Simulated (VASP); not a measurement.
# Al (P2_1/m) in VASP: notebook, part 2 of 2

VASP 6.6.1.

## 3. Single point, PBE (mode 1 frozen in at -0.224 Å and mode 5 at -0.123 Å (largest displacements))

INCAR

```
ALGO = Fast
EDIFF = 1E-7
ENCUT = 520
GGA = PE
ISIF = 2
ISMEAR = 0
LASPH = True
LCHARG = False
LREAL = False
LWAVE = False
NBANDS = 10
NELM = 80
PREC = Accurate
SIGMA = 0.15
```

KPOINTS

```
k-points
0
Gamma
  20 20 12
```

POSCAR

```
Al
1.0
   -1.6175102401      1.6175102401      1.6175102401
    1.6175102401     -1.6175102401      1.6175102401
    3.2350204801      3.2350204801      0.0000000000
Al
2
Direct
    0.0108309563     -0.0868737516      0.0000000000
    0.4891690437      0.5868737516      0.5000000000
```

Potentials or basis: VASP PAW PBE potentials, release 64 (Al).

Started as:

```bash
$ cat potpaw_PBE.64/Al/POTCAR > POTCAR
$ mpirun -np 1 vasp_std > vasp.out
```

OUTCAR:

```text
EDIFF = 1E-7
   ENCUT = 520
   GGA = PE
   ISIF = 2
   ISMEAR = 0
   LASPH = True
   LREAL = False
   NELM = 80
   PREC = Accurate

 ion  position               nearest neighbor table
   1  0.011  0.913  0.000-   2 2.70   2 2.70   2 2.95   2 2.95   2 2.98   2 2.98
   2  0.489  0.587  0.500-   1 2.70   1 2.70   1 2.95   1 2.95   1 2.98   1 2.98

  LATTYP: Found a base centered orthorhombic cell.
 ALAT       =     3.2350204802
 B/A-ratio  =     1.4142135624
 C/A-ratio  =     1.4142135623

  Lattice vectors:

 A1 = (  -1.6175102401,   1.6175102401,   1.6175102401)
 A2 = (   1.6175102401,  -1.6175102401,   1.6175102401)
 A3 = (   3.2350204801,   3.2350204801,   0.0000000000)

Analysis of symmetry for initial positions (statically):
=====================================================================
 Subroutine PRICEL returns:
 Original cell was already a primitive cell.

 Routine SETGRP: Setting up the symmetry group for a
 base centered orthorhombic supercell.

 Subroutine GETGRP returns: Found  4 space group operations
 (whereof  2 operations were pure point group operations)
 out of a pool of  8 trial point group operations.

The static configuration has the point symmetry C_1h.
 The point group associated with its full space group is C_2h.

Analysis of symmetry for dynamics (positions and initial velocities):
=====================================================================
 Subroutine PRICEL returns:
 Original cell was already a primitive cell.

 Routine SETGRP: Setting up the symmetry group for a
 base centered orthorhombic supercell.

 Subroutine GETGRP returns: Found  4 space group operations
 (whereof  2 operations were pure point group operations)
 out of a pool of  8 trial point group operations.

The dynamic configuration has the point symmetry C_1h.
 The point group associated with its full space group is C_2h.

 Subroutine INISYM returns: Found  4 space group operations
 (whereof  2 operations are pure point group operations),
 and found     1 'primitive' translations

----------------------------------------------------------------------------------------

                                     Primitive cell

  volume of cell :      33.8556

  direct lattice vectors                    reciprocal lattice vectors
    -1.617510240  1.617510240  1.617510240    -0.154558527  0.154558527  0.309117054
     1.617510240 -1.617510240  1.617510240     0.154558527 -0.154558527  0.309117054
     3.235020480  3.235020480  0.000000000     0.154558527  0.154558527  0.000000000

  length of vectors
     2.801609918  2.801609918  4.575009838     0.378589526  0.378589526  0.218578765

  position of ions in fractional coordinates (direct lattice)
     0.010830956  0.913126248  0.000000000
     0.489169044  0.586873752  0.500000000

  ion indices of the primitive-cell ions
   primitive index   ion index
                 1           1
                 2           2

----------------------------------------------------------------------------------------

 KPOINTS: k-points

Automatic generation of k-mesh.
 Grid dimensions read from file:
 generate k-points for:   20   20   12

 Generating k-lattice:

  Cartesian coordinates                     Fractional coordinates (reciprocal lattice)
    -0.007727926  0.007727926  0.015455853     0.050000000  0.000000000  0.000000000
     0.007727926 -0.007727926  0.015455853     0.000000000  0.050000000  0.000000000
     0.012879877  0.012879877  0.000000000     0.000000000  0.000000000  0.083333333

  Length of vectors
     0.018929476  0.018929476  0.018214897

  Shift w.r.t. Gamma in fractional coordinates (k-lattice)
     0.000000000  0.000000000  0.000000000

 Subroutine IBZKPT returns following result:
 ===========================================

 Found   1414 irreducible k-points:

 Following reciprocal coordinates:
            Coordinates               Weight
  0.000000  0.000000  0.000000      1.000000
  0.050000  0.000000  0.000000      2.000000
  0.000000  0.050000  0.000000      2.000000
  0.100000  0.000000  0.000000      2.000000
  0.000000  0.100000  0.000000      2.000000
  0.150000  0.000000  0.000000      2.000000
[... 16 lines left out ...]
  0.100000  0.050000  0.000000      2.000000
  0.050000  0.100000  0.000000      2.000000
 [... further k-points ...]
   k-points           NKPTS =   1414   k-points in BZ     NKDIM =   1414   number of bands    NBANDS=     10
   number of dos      NEDOS =    301   number of ions     NIONS =      2
   total plane-waves  NPLWV =  20736
   dimension x,y,z NGX =    24 NGY =   24 NGZ =   36
   dimension x,y,z NGXF=    48 NGYF=   48 NGZF=   72
   ions per type =               2
   NGX,Y,Z   is equivalent  to a cutoff of  14.24, 14.24, 13.08 a.u.
   NGXF,Y,Z  is equivalent  to a cutoff of  28.48, 28.48, 26.16 a.u.
 SYSTEM =  unknown system
   PREC   = accura    normal or accurate (medium, high low for compatibility)
   ISTART =      0    job   : 0-new  1-cont  2-samecut
   ICHARG =      2    charge: 1-file 2-atom 10-const
   ISPIN  =      1    spin polarized calculation?
   LNONCOLLINEAR =      F non collinear calculations
   LSORBIT =      F    spin-orbit coupling
   LASPH  =      T    aspherical Exc in radial PAW
   ENCUT  =  520.0 eV  38.22 Ry    6.18 a.u.   5.21  5.21  8.51*2*pi/ulx,y,z
   NELM   =     80;   NELMIN=  2; NELMDL= -5     # of ELM steps
   EDIFF  = 0.1E-06   stopping-criterion for ELM
   LREAL  =      F    real-space projection
   EDIFFG = 0.1E-05   stopping-criterion for IOM
   NSW    =      0    number of steps for IOM
   IBRION =     -1    ionic relax: 0-MD 1-quasi-New 2-CG
   NFREE  =      0    steps in history (QN), initial steepest desc. (CG)
   ISIF   =      2    stress and relaxation
   ISYM   =      2    0-nonsym 1-usesym 2-fastsym
   POTIM  = 0.5000    time-step for ionic-motion
   TEBEG  =    0.0;   TEEND  =   0.0 temperature during run
   PSTRESS=    0.0 pullay stress
   NELECT =       6.0000    total number of electrons
   NUPDOWN=      -1.0000    fix difference up-down
   EMIN   =  10.00;   EMAX   =-10.00  energy-range for DOS
   EFERMI =   0.00;   METHOD = LEGACY
   ISMEAR =     0;   SIGMA  =   0.15  broadening in eV -4-tet -1-fermi 0-gaus
   EFERMI_NEDOS =   21; number of points for ismear=-14 and -15
   IALGO  =     68    algorithm
   IMIX   =      4    mixing-type and parameters
     AMIX     =   0.40;   BMIX     =  1.00
     AMIX_MAG =   1.60;   BMIX_MAG =  1.00
  volume/ion in A,a.u.               =      16.93       114.23
  Fermi-wavevector in a.u.,A,eV,Ry     =   0.919563  1.737722 11.505037  0.845596
  Thomas-Fermi vector in A             =   2.044771
   LORBIT       =      0    0 simple, 1 ext, 2 COOP (PROOUT), +10 PAW based schemes
   GGA     = PE    functional components
   LHFCALC =     F    Hartree Fock is set to
   AEXX    =    0.0000 exact exchange contribution
   IVDW    =     0    specifies the selected vdW correction
   LEPSILON=     F    determine dielectric tensor
   LRPA    =     F    only Hartree local field effects (RPA)
 non-spin polarized calculation
 RMM-DIIS sequential band-by-band and
 Gauss-broadening in eV      SIGMA  =   0.15
  energy-cutoff  :      520.00
  volume of cell :       33.86
 maximum number of plane-waves:       928
 NGX is ok and might be reduce to    24
   NGX = 11   NGY = 11   NGZ = 17

 number of electron       6.0000000 magnetization

 Free energy of the ion-electron system (eV)
  ---------------------------------------------------
  ext. energy  EPLUGINS =         0.00000000
  ---------------------------------------------------
  free energy    TOTEN  =        -7.29918592 eV

  energy without entropy =       -7.28902945  energy(sigma->0) =       -7.29410768

 E-fermi :   7.6949     XC(G=0): -10.1013

 val. band max:        7.6943069889   @ k =   0.4000   0.3500   0.2500
 cond. band min:       7.6965805982   @ k =   0.4500   0.3500   0.5000
 fundamental gap:      0.0022736093
 Fermi energy:         7.6948737018

 k-point     1 :       0.0000    0.0000    0.0000
  band No.  band energies     occupation
      1      -3.2301      2.00000
      2       3.4811      2.00000
      3       3.9005      2.00000
      4      15.7634      0.00000
      5      15.9777      0.00000
      6      17.2491      0.00000
      7      18.3292      0.00000
      8      21.1074      0.00000
      9      21.2587      0.00000
     10      21.2604      0.00000
[... 287 lines left out ...]
 k-point    24 :       0.0500    0.1000    0.0000
  band No.  band energies     occupation
      1      -2.8952      2.00000
      2       3.7910      2.00000
      3       4.2298      2.00000
      4      12.5335      0.00000
      5      13.8817      0.00000
      6      18.3988      0.00000
      7      18.5481      0.00000
      8      20.2080      0.00000
      9      20.6485      0.00000
     10      20.6932      0.00000

 [... further k-points ...]
[... 5 lines left out ...]
  --------------------------------------------------------------------------------------
  -------------------------------------------------------------------------------------
  Total        0.3303001      0.3303001     -0.1933738     -0.0018156      0.0203719     -0.0203719
  in kB       15.6310501     15.6310501     -9.1511812     -0.0859205      0.9640742     -0.9640743
  external PRESSURE =       7.3703064 kB  Pullay stress =       0.0000000 kB

 VOLUME and BASIS-vectors are now :
 -----------------------------------------------------------------------------
  energy-cutoff  :      520.00
  volume of cell :       33.86
      direct lattice vectors                 reciprocal lattice vectors
    -1.617510240  1.617510240  1.617510240    -0.154558527  0.154558527  0.309117054
     1.617510240 -1.617510240  1.617510240     0.154558527 -0.154558527  0.309117054
     3.235020480  3.235020480  0.000000000     0.154558527  0.154558527  0.000000000

 POSITION                                       TOTAL-FORCE (eV/Angst)
 -----------------------------------------------------------------------------------
      1.45947     -1.45947      1.49451        -0.119483      0.119483      0.382768
      1.77555      1.45947      1.74051         0.119483     -0.119483     -0.382768
 -----------------------------------------------------------------------------------
    total drift:                               -0.000000      0.000000     -0.000000

  FREE ENERGIE OF THE ION-ELECTRON SYSTEM (eV)
  ---------------------------------------------------
  free  energy   TOTEN  =        -7.2991859152 eV

  energy  without entropy=       -7.2890294487  energy(sigma->0) =       -7.29410768
```

OSZICAR:

```text
N       E                     dE             d eps       ncg     rms          rms(c)
DAV:   1    -0.249239080224E+00   -0.24924E+00   -0.21396E+03 28352   0.437E+02
DAV:   2    -0.718367384124E+01   -0.69344E+01   -0.66941E+01 36674   0.541E+01
DAV:   3    -0.734571041217E+01   -0.16204E+00   -0.16022E+00 37164   0.656E+00
DAV:   4    -0.734645016129E+01   -0.73975E-03   -0.73965E-03 34100   0.491E-01
DAV:   5    -0.734645653309E+01   -0.63718E-05   -0.63714E-05 33794   0.448E-02    0.176E+00
RMM:   6    -0.731839878878E+01    0.28058E-01   -0.30044E-03 28688   0.314E-01    0.102E+00
RMM:   7    -0.729924886157E+01    0.19150E-01   -0.85354E-03 29729   0.513E-01    0.141E-01
RMM:   8    -0.729918400748E+01    0.64854E-04   -0.36093E-04 31252   0.128E-01    0.208E-02
RMM:   9    -0.729918754799E+01   -0.35405E-05   -0.53273E-05 32685   0.499E-02    0.233E-02
RMM:  10    -0.729918860154E+01   -0.10535E-05   -0.10754E-05 33114   0.226E-02    0.223E-02
RMM:  11    -0.729918589126E+01    0.27103E-05   -0.28323E-06 32768   0.957E-03    0.112E-02
RMM:  12    -0.729918591518E+01   -0.23926E-07   -0.72350E-07 33220   0.545E-03
   1 F= -.72991859E+01 E0= -.72941077E+01  d E =-.101565E-01
```

stdout:

```text
POSCAR found type information on POSCAR Al
 POSCAR found :  1 types and       2 ions
 scaLAPACK will be used
 LDA part: xc-table for (Slater+PW92), standard interpolation
 POSCAR, INCAR and KPOINTS ok, starting setup
 FFT: planning ... GRIDC
 FFT: planning ... GRID_SOFT
 FFT: planning ... GRID
 WAVECAR not read
 entering main loop
```

Wall time 1.8 min (1 thread of Intel Xeon 6975P-C (Granite Rapids), shared host); peak memory 0.47 GiB.

Results:

```
Free energy            : -7.2992 eV
Pressure               : 0.7 GPa
Largest force          : 0.418 eV/Å
Band gap on the k mesh : zero (band 3 reaches 12.61 eV, above the bottom of band 4 at 3.90 eV)
```

Forces in eV/Å, atoms in the order of the input:
```
Al  -0.119  0.119  0.383
Al   0.119 -0.119 -0.383
```

Stress tensor (GPa, compression positive):
```
 1.56 -0.01 -0.10
-0.01  1.56  0.10
-0.10  0.10 -0.92
```

Levels at points of the mesh, in eV from the Fermi level:
```
           k point  band 1  band 2  band 3  band 4  band 5  band 6  band 7  band 8
(0.00, 0.00, 0.00)  -10.92   -4.21   -3.79    8.07    8.28    9.55   10.63   13.41
(0.50, 0.00, 0.00)   -5.75   -5.68    0.71    0.72    1.30    1.32    7.22    8.11
(0.00, 0.50, 0.00)   -6.00   -5.42    0.06    1.11    1.48    1.49    7.21    8.14
(0.50, 0.50, 0.00)   -4.19   -3.87    1.90    1.94    2.14    2.81    3.01    4.90
(0.00, 0.00, 0.50)   -9.17   -9.17    4.22    4.22    9.42    9.42    9.97    9.97
(0.50, 0.00, 0.50)   -4.21   -4.21   -3.80   -3.80    7.93    7.93    8.54    8.54
(0.00, 0.50, 0.50)   -4.33   -4.33   -3.68   -3.68    7.96    7.96    8.52    8.52
(0.50, 0.50, 0.50)   -2.74   -2.74   -1.90   -1.90    3.47    3.47    5.34    5.34
```

Caveat: the cell differs from its parent crystal (mode 1 frozen in at -0.224 Å and mode 5 at -0.123 Å (largest displacements)).

## 4. Single point, PBE (mode 1 frozen in at -0.224 Å and mode 5 at -0.092 Å (largest displacements))

INCAR

```
PREC = Accurate
ENCUT = 520
EDIFF = 1E-7
ISMEAR = 0
SIGMA = 0.15
LREAL = F
LASPH = T
NELM = 60
ALGO = Fast
ISIF = 2
LWAVE = F
LCHARG = F
GGA = PE
NBANDS = 10
```

KPOINTS

```
Automatic mesh
0
Gamma
  20 20 12
```

POSCAR

```
Al
1.0
   -1.6175102401      1.6175102401      1.6175102401
    1.6175102401     -1.6175102401      1.6175102401
    3.2350204801      3.2350204801      0.0000000000
Al
2
Direct
    0.0203517616     -0.0773529463      0.0000000000
    0.4796482384      0.5773529463      0.5000000000
```

Started as:

```bash
$ cat potpaw_PBE.64/Al/POTCAR > POTCAR
$ mpirun -np 1 vasp_std > vasp.out
```

Wall time 1.9 min (1 thread of Intel Xeon 6975P-C (Granite Rapids), shared host); peak memory 0.46 GiB.

Results (log left out):

```yaml
Free_energy: -7.3199 eV
Pressure: 0.4 GPa
Largest_force: 0.324 eV/Å
Band_gap_on_the_k_mesh: zero (band 3 reaches 12.66 eV, above the bottom of band 4 at 3.91 eV)
```

Forces in eV/Å, atoms in the order of the input:
```
Al  -0.104  0.104  0.289
Al   0.104 -0.104 -0.289
```

Stress tensor (GPa, compression positive):
```
 1.08 -0.42 -0.07
-0.42  1.08  0.07
-0.07  0.07 -1.01
```

Levels at points of the mesh, in eV from the Fermi level:
```csv
k point,band 1,band 2,band 3,band 4,band 5,band 6,band 7
"(0.00, 0.00, 0.00)",-10.93,-4.21,-3.80,8.05,8.26,9.60,10.77
"(0.50, 0.00, 0.00)",-5.79,-5.65,0.62,0.82,1.28,1.32,7.21
"(0.00, 0.50, 0.00)",-5.98,-5.45,0.13,1.13,1.40,1.45,7.20
"(0.50, 0.50, 0.00)",-4.20,-3.87,1.91,1.93,2.13,2.80,3.03
"(0.00, 0.00, 0.50)",-9.17,-9.17,4.23,4.23,9.38,9.38,9.99
"(0.50, 0.00, 0.50)",-4.22,-4.22,-3.80,-3.80,7.99,7.99,8.48
"(0.00, 0.50, 0.50)",-4.31,-4.31,-3.70,-3.70,8.03,8.03,8.45
"(0.50, 0.50, 0.50)",-2.74,-2.74,-1.90,-1.90,3.45,3.45,5.37
```

Caveat: the cell differs from its parent crystal (mode 1 frozen in at -0.224 Å and mode 5 at -0.092 Å (largest displacements)).

## 5. Single point, PBE (mode 1 frozen in at -0.335 Å and mode 5 at -0.092 Å (largest displacements))

INCAR

```
ALGO = Fast
EDIFF = 1E-6
ENCUT = 520
GGA = PE
ISIF = 2
ISMEAR = 0
LASPH = True
LCHARG = False
LREAL = False
LWAVE = False
NBANDS = 10
NELM = 100
PREC = Accurate
SIGMA = 0.15
```

KPOINTS

```
k-points
0
Gamma
  20 20 12
```

POSCAR

```
Al
1.0
   -1.6175102401      1.6175102401      1.6175102401
    1.6175102401     -1.6175102401      1.6175102401
    3.2350204801      3.2350204801      0.0000000000
Al
2
Direct
    0.0447670096     -0.1017681944      0.0000000000
    0.4552329904      0.6017681944      0.5000000000
```

Started as:

```bash
$ cat potpaw_PBE.64/Al/POTCAR > POTCAR
$ mpirun -np 1 vasp_std > vasp.out
```

Wall time 1.8 min (1 thread of Intel Xeon 6975P-C (Granite Rapids), shared host); peak memory 0.47 GiB.

Results (log left out):

```
Free energy            : -7.3401 eV
Pressure               : 0.6 GPa
Largest force          : 0.208 eV/Å
Band gap on the k mesh : zero (band 3 reaches 12.66 eV, above the bottom of band 4 at 3.93 eV)
```

Forces on the atoms (eV/Å):
```
Al  -0.002  0.002  0.208
Al   0.002 -0.002 -0.208
```

Stress tensor (GPa, compression positive):
```
 1.93 -0.73 -0.09
-0.73  1.93  0.09
-0.09  0.09 -1.95
```

Levels at points of the mesh, in eV from the Fermi level:
```
           k point  band 1  band 2  band 3  band 4  band 5  band 6  band 7
(0.00, 0.00, 0.00)  -10.92   -4.22   -3.79    8.09    8.25    9.47   10.60
(0.50, 0.00, 0.00)   -5.87   -5.56    0.41    1.03    1.22    1.37    7.23
(0.00, 0.50, 0.00)   -6.05   -5.37   -0.01    1.08    1.48    1.58    7.17
(0.50, 0.50, 0.00)   -4.19   -3.91    1.93    2.08    2.45    2.54    3.04
(0.00, 0.00, 0.50)   -9.16   -9.16    4.22    4.22    9.35    9.35   10.09
(0.50, 0.00, 0.50)   -4.25   -4.25   -3.76   -3.76    8.07    8.07    8.65
(0.00, 0.50, 0.50)   -4.36   -4.36   -3.65   -3.65    8.24    8.24    8.42
(0.50, 0.50, 0.50)   -2.85   -2.85   -1.76   -1.76    3.48    3.48    5.29
```

Caveat: the cell differs from its parent crystal (mode 1 frozen in at -0.335 Å and mode 5 at -0.092 Å (largest displacements)).
